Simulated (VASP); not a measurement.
Wanted: the native input for a VASP 6.6.1 run.

```yaml
Task: single point
Functional: r2SCAN
Potentials_or_basis: VASP PAW PBE potentials, release 64 (H)
Cutoff: 520 eV
k_mesh: 6 × 6 × 6
Occupations: gaussian, width 0.02 eV
Spin: no spin polarisation
Dipole_correction: no
Further_INCAR_settings: ALGO = Normal; EDIFF = 1e-06; NBANDS = 10
```

The system is H.

```xyz
4
Lattice="2.6235 -2.5669 0.0000 2.6235 2.5669 0.0000 0.0000 0.0000 4.1418" Properties=species:S:1:pos:R:3 pbc="T T T"
H     2.6235   -2.3271    0.2838
H     2.6235    0.2398    1.7872
H     2.6235   -0.2398    2.3547
H     2.6235    2.3271    3.8581
```

The input as run:

POSCAR

```
H
1.0
    2.6234813799     -2.5669048168      0.0000000000
    2.6234813799      2.5669048168      0.0000000000
    0.0000000000      0.0000000000      4.1418180000
H
4
Direct
    0.9532956300      0.0467043700      0.0685088900
    0.4532956300      0.5467043700      0.4314911100
    0.5467043700      0.4532956300      0.5685088900
    0.0467043700      0.9532956300      0.9314911100
```

INCAR.step1

```
SYSTEM = H
ALGO = Normal
EDIFF = 1E-4
ENCUT = 520
GGA = PE
ISMEAR = 0
LASPH = .True.
LCHARG = .False.
LREAL = .False.
LWAVE = .True.
NBANDS = 10
NELM = 100
PREC = Accurate
SIGMA = 0.02
```

INCAR.step2

```
SYSTEM = H
ALGO = Normal
EDIFF = 1E-6
ENCUT = 520
ISIF = 2
ISMEAR = 0
ISTART = 1
LASPH = .True.
LCHARG = .False.
LMIXTAU = .True.
LREAL = .False.
LWAVE = .False.
METAGGA = R2SCAN
NBANDS = 10
NELM = 100
PREC = Accurate
SIGMA = 0.02
```

KPOINTS

```
k-points
0
Gamma
  6 6 6
  0 0 0
```

Potentials or basis: VASP PAW PBE potentials, release 64 (H).

Launch:

```console
$ cat potpaw_PBE.64/H/POTCAR > POTCAR
$ cp INCAR.step1 INCAR
$ mpirun -np 1 vasp_std > vasp.out
$ cp INCAR.step2 INCAR
$ mpirun -np 1 vasp_std > vasp.out
```

Results of the run:

```yaml
Pressure: -0.2 GPa
Largest_force: 0.026 eV/Å
Band_gap_on_the_k_mesh: 10.10 eV, indirect (least direct gap 10.71 eV)
```

Caveat: the PAW data sets were made with another functional, which shifts forces and pressure a little.

Run time: 2.4 min on 1 thread of AMD EPYC 7R43 64-Core Processor (Zen 3), with other jobs on the host, peak memory 0.13 GiB.
